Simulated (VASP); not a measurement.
Runs of VASP 6.6.1 on ZnSe. The structure is that of space group F-43m (No. 216), or close to it. The cells are those of the table. 

```csv
task,cell,gap on the mesh (eV),pressure (GPa)
electric field gradients,"a = 3.967 Å, angles 60.0°, 2 atoms",1.19,(c)
electric field gradients,"a = 4.034 Å, angles 60.0°, 2 atoms",0.99,(b)
electric field gradients,"a = 4.086 Å, angles 60.0°, 2 atoms",(a),-6.0
single point,"a = 3.968, b = 3.968, c = 4.008 Å, angles 59.7, 59.7, 60.7°, 2 atoms",1.10,-1.9
```

Alike in all rows: level LDA; potentials or basis VASP PAW LDA potentials, release 64 (Zn, Se); no spin polarisation; k mesh 8 × 8 × 8; cutoff (eV) 520; smearing fermi-dirac 0.03 eV.

Q: Estimate the missing entries.

A: (a) 0.84; (b) -4.2; (c) -1.2.

Caveats: the cell stands under tension (at least some runs).

A k mesh can miss the band edges, and the runs leave out spin-orbit coupling on Se.
